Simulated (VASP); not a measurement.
# WS2 in VASP: single point with PBE

Aim: the single point of WS2 with PBE.

Everything below comes from runs of VASP 6.6.1. Logs are shortened: lines on timing, memory, paths and dates and some standing lists are left out, and cuts for length are marked.

### Step 1. The cell of the first run

The typed cell holds 6 atoms: a = 3.189 Å, b = 3.189 Å, c = 14.737 Å, α = 89.99°, β = 89.98°, γ = 120.00°.

### Step 2. Single point, PBE (all S atoms moved 0.3 Å in one direction, then relaxed in part)

File INCAR:

```
  PREC = Accurate
  ENCUT = 520
  EDIFF = 1E-7
  ISMEAR = 0
  SIGMA = 0.05
  LREAL = False
  LASPH = True
  NELM = 80
  ALGO = Normal
  ISIF = 2
  LWAVE = False
  LCHARG = False
  GGA = PE
  NBANDS = 35
```

File KPOINTS:

```
regular mesh
0
Gamma
  12 12 2
```

File POSCAR:

```
WS2
1.0
    3.1885542945     -0.0000076078      0.0004311509
   -1.5942837359      2.7613678146      0.0003145880
    0.0019983308      0.0028373783     14.7368085344
W S
2 4
Direct
    0.3332921074      0.6666366326      0.2500092374
    0.6666357996      0.3332984143      0.7500096499
    0.3335595033      0.6668709260      0.6434005815
    0.6668932215      0.3335369598      0.1434002014
    0.3331467791      0.6664934818      0.8565903606
    0.6664725890      0.3331635855      0.3565899695
```

Potentials or basis: VASP PAW PBE potentials, release 64 (W_sv, S).

The run is started by

```console
$ cat potpaw_PBE.64/W_sv/POTCAR potpaw_PBE.64/S/POTCAR > POTCAR
$ mpirun -np 1 vasp_std > vasp.out
```

OUTCAR:

```text
PREC = Accurate
   ENCUT = 520
   EDIFF = 1E-7
   ISMEAR = 0
   LREAL = False
   LASPH = True
   NELM = 80
   ISIF = 2
   GGA = PE

 ion  position               nearest neighbor table
   1  0.333  0.667  0.250-   6 2.42   6 2.42   6 2.42   4 2.42   4 2.42   4 2.42
   2  0.667  0.333  0.750-   5 2.42   5 2.42   5 2.42   3 2.42   3 2.42   3 2.42
   3  0.334  0.667  0.643-   2 2.42   2 2.42   2 2.42
   4  0.667  0.334  0.143-   1 2.42   1 2.42   1 2.42
   5  0.333  0.666  0.857-   2 2.42   2 2.42   2 2.42
   6  0.666  0.333  0.357-   1 2.42   1 2.42   1 2.42

  LATTYP: Found a triclinic cell.
 ALAT       =     3.1885434546
 B/A-ratio  =     1.0000034088
 C/A-ratio  =     4.6217996251
 COS(alpha) =     0.0002708192
 COS(beta)  =     0.0004684232
 COS(gamma) =     0.4999975942

  Lattice vectors:

 A1 = (  -1.5942705586,  -2.7613602068,  -0.0007457389)
 A2 = (  -3.1885542945,   0.0000076078,  -0.0004311509)
 A3 = (  -0.0019983308,  -0.0028373783, -14.7368085344)

Analysis of symmetry for initial positions (statically):
=====================================================================
 Subroutine PRICEL returns:
 Original cell was already a primitive cell.

 Routine SETGRP: Setting up the symmetry group for a
 triclinic supercell.

 Subroutine GETGRP returns: Found  1 space group operations
 (whereof  1 operations were pure point group operations)
 out of a pool of  2 trial point group operations.

The static configuration has the point symmetry C_1 .

Analysis of symmetry for dynamics (positions and initial velocities):
=====================================================================
 Subroutine PRICEL returns:
 Original cell was already a primitive cell.

 Routine SETGRP: Setting up the symmetry group for a
 triclinic supercell.

 Subroutine GETGRP returns: Found  1 space group operations
 (whereof  1 operations were pure point group operations)
 out of a pool of  2 trial point group operations.

The dynamic configuration has the point symmetry C_1 .

 Subroutine INISYM returns: Found  1 space group operations
 (whereof  1 operations are pure point group operations),
 and found     1 'primitive' translations

----------------------------------------------------------------------------------------

                                     Primitive cell

  volume of cell :     129.7540

  direct lattice vectors                    reciprocal lattice vectors
     3.188554294 -0.000007608  0.000431151     0.313622199  0.181070697 -0.000077390
    -1.594283736  2.761367815  0.000314588     0.000000873  0.362139882 -0.000069725
     0.001998331  0.002837378 14.736808534    -0.000009176 -0.000013028  0.067857301

  length of vectors
     3.188554324  3.188556560 14.736808943     0.362140149  0.362139889  0.067857303

  position of ions in fractional coordinates (direct lattice)
     0.333292107  0.666636633  0.250009237
     0.666635800  0.333298414  0.750009650
     0.333559503  0.666870926  0.643400582
     0.666893221  0.333536960  0.143400201
     0.333146779  0.666493482  0.856590361
     0.666472589  0.333163586  0.356589969

  ion indices of the primitive-cell ions
   primitive index   ion index
                 1           1
                 2           2
                 3           3
                 4           4
                 5           5
                 6           6

----------------------------------------------------------------------------------------

 KPOINTS: regular mesh

Automatic generation of k-mesh.
 Grid dimensions read from file:
 generate k-points for:   12   12    2

 Generating k-lattice:

  Cartesian coordinates                     Fractional coordinates (reciprocal lattice)
     0.026135183  0.015089225 -0.000006449     0.083333333 -0.000000000  0.000000000
     0.000000073  0.030178323 -0.000005810    -0.000000000  0.083333333  0.000000000
    -0.000004588 -0.000006514  0.033928651     0.000000000  0.000000000  0.500000000

  Length of vectors
     0.030178346  0.030178324  0.033928652

  Shift w.r.t. Gamma in fractional coordinates (k-lattice)
     0.000000000  0.000000000  0.000000000

 -----------------------------------------------------------------------------
|                                                                             |
|           W    W    AA    RRRRR   N    N  II  N    N   GGGG   !!!           |
|           W    W   A  A   R    R  NN   N  II  NN   N  G    G  !!!           |
|           W    W  A    A  R    R  N N  N  II  N N  N  G       !!!           |
|           W WW W  AAAAAA  RRRRR   N  N N  II  N  N N  G  GGG   !            |
|           WW  WW  A    A  R   R   N   NN  II  N   NN  G    G                |
|           W    W  A    A  R    R  N    N  II  N    N   GGGG   !!!           |
|                                                                             |
|     Your reciprocal lattice and k-lattice belong to different lattice       |
|     classes:                                                                |
|                                                                             |
|        The reciprocal lattice is base-centered monoclinic,                  |
|        whereas your k-lattice is triclinic.                                 |
|                                                                             |
|     Results are often still useful ...                                      |
|                                                                             |
 -----------------------------------------------------------------------------

 Subroutine IBZKPT returns following result:
 ===========================================

 Found    148 irreducible k-points:

 Following reciprocal coordinates:
            Coordinates               Weight
  0.000000  0.000000  0.000000      1.000000
  0.083333  0.000000 -0.000000      2.000000
 -0.000000 -0.083333  0.000000      2.000000
  0.166667  0.000000 -0.000000      2.000000
 -0.000000 -0.166667  0.000000      2.000000
  0.250000 -0.000000  0.000000      2.000000
[... 16 lines left out ...]
  0.500000  0.083333  0.000000      2.000000
 -0.083333  0.500000  0.000000      2.000000
 [... further k-points ...]
   k-points           NKPTS =    148   k-points in BZ     NKDIM =    148   number of bands    NBANDS=     35
   number of dos      NEDOS =    301   number of ions     NIONS =      6
   total plane-waves  NPLWV =  64512
   dimension x,y,z NGX =    24 NGY =   24 NGZ =  112
   dimension x,y,z NGXF=    48 NGYF=   48 NGZF=  224
   ions per type =               2   4
   NGX,Y,Z   is equivalent  to a cutoff of  12.51, 12.51, 12.63 a.u.
   NGXF,Y,Z  is equivalent  to a cutoff of  25.03, 25.03, 25.27 a.u.
 SYSTEM =  unknown system
   PREC   = accura    normal or accurate (medium, high low for compatibility)
   ISTART =      0    job   : 0-new  1-cont  2-samecut
   ICHARG =      2    charge: 1-file 2-atom 10-const
   ISPIN  =      1    spin polarized calculation?
   LNONCOLLINEAR =      F non collinear calculations
   LSORBIT =      F    spin-orbit coupling
   LASPH  =      T    aspherical Exc in radial PAW
   ENCUT  =  520.0 eV  38.22 Ry    6.18 a.u.   5.93  5.93 27.40*2*pi/ulx,y,z
   NELM   =     80;   NELMIN=  2; NELMDL= -5     # of ELM steps
   EDIFF  = 0.1E-06   stopping-criterion for ELM
   LREAL  =      F    real-space projection
   EDIFFG = 0.1E-05   stopping-criterion for IOM
   NSW    =      0    number of steps for IOM
   IBRION =     -1    ionic relax: 0-MD 1-quasi-New 2-CG
   NFREE  =      0    steps in history (QN), initial steepest desc. (CG)
   ISIF   =      2    stress and relaxation
   ISYM   =      2    0-nonsym 1-usesym 2-fastsym
   POTIM  = 0.5000    time-step for ionic-motion
   TEBEG  =    0.0;   TEEND  =   0.0 temperature during run
   PSTRESS=    0.0 pullay stress
   NELECT =      52.0000    total number of electrons
   NUPDOWN=      -1.0000    fix difference up-down
   EMIN   =  10.00;   EMAX   =-10.00  energy-range for DOS
   EFERMI =   0.00;   METHOD = LEGACY
   ISMEAR =     0;   SIGMA  =   0.05  broadening in eV -4-tet -1-fermi 0-gaus
   EFERMI_NEDOS =   21; number of points for ismear=-14 and -15
   IALGO  =     38    algorithm
   IMIX   =      4    mixing-type and parameters
     AMIX     =   0.40;   BMIX     =  1.00
     AMIX_MAG =   1.60;   BMIX_MAG =  1.00
  volume/ion in A,a.u.               =      21.63       145.94
  Fermi-wavevector in a.u.,A,eV,Ry     =   1.206986  2.280873 19.821182  1.456816
  Thomas-Fermi vector in A             =   2.342637
   LORBIT       =      0    0 simple, 1 ext, 2 COOP (PROOUT), +10 PAW based schemes
   GGA     = PE    functional components
   LHFCALC =     F    Hartree Fock is set to
   AEXX    =    0.0000 exact exchange contribution
   IVDW    =     0    specifies the selected vdW correction
   LEPSILON=     F    determine dielectric tensor
   LRPA    =     F    only Hartree local field effects (RPA)
 non-spin polarized calculation
 Gauss-broadening in eV      SIGMA  =   0.05
  energy-cutoff  :      520.00
  volume of cell :      129.75
 maximum number of plane-waves:      3524
   NGX = 11   NGY = 11   NGZ = 55

 number of electron      52.0000006 magnetization

 Free energy of the ion-electron system (eV)
  ---------------------------------------------------
  ext. energy  EPLUGINS =         0.00000000
  ---------------------------------------------------
  free energy    TOTEN  =       -47.36388543 eV

  energy without entropy =      -47.36388543  energy(sigma->0) =      -47.36388543

 E-fermi :   5.1400     XC(G=0):  -9.5568

 val. band max:        4.7844822279   @ k =   0.0000   0.0000   0.0000
 cond. band min:       6.4058318767   @ k =   0.3333   0.3333  -0.0000
 fundamental gap:      1.6213496488
 Fermi energy:         5.1399943812

 k-point     1 :       0.0000    0.0000    0.0000
  band No.  band energies     occupation
      1     -69.4462      2.00000
      2     -69.4462      2.00000
      3     -33.6737      2.00000
      4     -33.6737      2.00000
      5     -33.5305      2.00000
      6     -33.5305      2.00000
[... 27 lines left out ...]
     34       7.6207      0.00000
     35       9.6386      0.00000

 k-point     2 :       0.0833    0.0000   -0.0000
  band No.  band energies     occupation
      1     -69.4451      2.00000
      2     -69.4451      2.00000
      3     -33.6697      2.00000
      4     -33.6697      2.00000
      5     -33.5527      2.00000
      6     -33.5527      2.00000
[... 27 lines left out ...]
     34       7.6787      0.00000
     35      10.1244      0.00000

 k-point     3 :      -0.0000   -0.0833    0.0000
  band No.  band energies     occupation
      1     -69.4451      2.00000
      2     -69.4451      2.00000
      3     -33.6697      2.00000
      4     -33.6697      2.00000
      5     -33.5527      2.00000
      6     -33.5527      2.00000
[... 27 lines left out ...]
     34       7.6787      0.00000
     35      10.1245      0.00000

 k-point     4 :       0.1667    0.0000   -0.0000
  band No.  band energies     occupation
      1     -69.4421      2.00000
      2     -69.4421      2.00000
      3     -33.6588      2.00000
      4     -33.6588      2.00000
      5     -33.6129      2.00000
      6     -33.6129      2.00000
[... 27 lines left out ...]
     34       8.1687      0.00000
     35      10.9372      0.00000

 k-point     5 :      -0.0000   -0.1667    0.0000
  band No.  band energies     occupation
      1     -69.4421      2.00000
      2     -69.4421      2.00000
      3     -33.6588      2.00000
      4     -33.6588      2.00000
      5     -33.6129      2.00000
      6     -33.6129      2.00000
[... 638 lines left out ...]
 k-point    22 :      -0.0833   -0.4167    0.0000
  band No.  band energies     occupation
      1     -69.4300      2.00000
      2     -69.4300      2.00000
      3     -33.8416      2.00000
      4     -33.8416      2.00000
      5     -33.6193      2.00000
      6     -33.6193      2.00000
[... 27 lines left out ...]
     34       9.1409      0.00000
     35       9.9501      0.00000

 k-point    23 :       0.5000    0.0833    0.0000
  band No.  band energies     occupation
      1     -69.4300      2.00000
      2     -69.4300      2.00000
      3     -33.8416      2.00000
      4     -33.8415      2.00000
      5     -33.6193      2.00000
      6     -33.6193      2.00000
[... 27 lines left out ...]
     34       9.1408      0.00000
     35       9.9501      0.00000

 k-point    24 :      -0.0833    0.5000    0.0000
  band No.  band energies     occupation
      1     -69.4300      2.00000
      2     -69.4300      2.00000
      3     -33.8416      2.00000
      4     -33.8415      2.00000
      5     -33.6193      2.00000
      6     -33.6193      2.00000
[... 27 lines left out ...]
     34       9.1408      0.00000
     35       9.9502      0.00000

 [... further k-points ...]

------------------------ aborting loop because EDIFF is reached ----------------------------------------

  FORCE on cell =-STRESS in cart. coord.  units (eV):
  Direction    XX          YY          ZZ          XY          YZ          ZX
  --------------------------------------------------------------------------------------
  -------------------------------------------------------------------------------------
  Total       -0.0776457     -0.0772683     -0.0334766      0.0005013     -0.0053312     -0.0037494
  in kB       -0.9587533     -0.9540939     -0.4133623      0.0061897     -0.0658290     -0.0462971
  external PRESSURE =      -0.7754032 kB  Pullay stress =       0.0000000 kB

 VOLUME and BASIS-vectors are now :
 -----------------------------------------------------------------------------
  energy-cutoff  :      520.00
  volume of cell :      129.75
      direct lattice vectors                 reciprocal lattice vectors
     3.188554294 -0.000007608  0.000431151     0.313622199  0.181070697 -0.000077390
    -1.594283736  2.761367815  0.000314588     0.000000873  0.362139882 -0.000069725
     0.001998331  0.002837378 14.736808534    -0.000009176 -0.000013028  0.067857301

 POSITION                                       TOTAL-FORCE (eV/Angst)
 -----------------------------------------------------------------------------------
      0.00041      1.84154      3.68469         0.002272      0.002673     -0.006594
      1.59573      0.92248     11.05314         0.001648      0.002894     -0.006607
      0.00168      1.84330      9.48202        -0.000170     -0.000653      0.001533
      1.59496      0.92142      2.11365        -0.000634     -0.000488      0.001542
      0.00139      1.84286     12.62376        -0.001479     -0.002242      0.005074
      1.59464      0.92099      5.25539        -0.001638     -0.002185      0.005053
 -----------------------------------------------------------------------------------
    total drift:                                0.000001      0.000001     -0.000002

  FREE ENERGIE OF THE ION-ELECTRON SYSTEM (eV)
  ---------------------------------------------------
  free  energy   TOTEN  =       -47.3638854334 eV

  energy  without entropy=      -47.3638854334  energy(sigma->0) =      -47.36388543
```

Wall time 4.5 min (1 thread of Intel Xeon 6975P-C (Granite Rapids), shared host); peak memory 0.61 GiB.

Results:

```yaml
Free_energy: -47.3639 eV
Pressure: -0.1 GPa
Largest_force: 0.007 eV/Å
Band_gap_on_the_k_mesh: 1.62 eV, indirect (least direct gap 1.79 eV)
```

Forces in eV/Å, atoms in the order of the input:
```
W    0.002  0.003 -0.007
W    0.002  0.003 -0.007
S    0.000 -0.001  0.002
S   -0.001  0.000  0.002
S   -0.001 -0.002  0.005
S   -0.002 -0.002  0.005
```

Caveat: the cell differs from its parent crystal (all S atoms moved 0.3 Å in one direction, then relaxed in part); spin-orbit coupling is left out, which moves the levels of the heavy elements. A k mesh can miss the band edges.
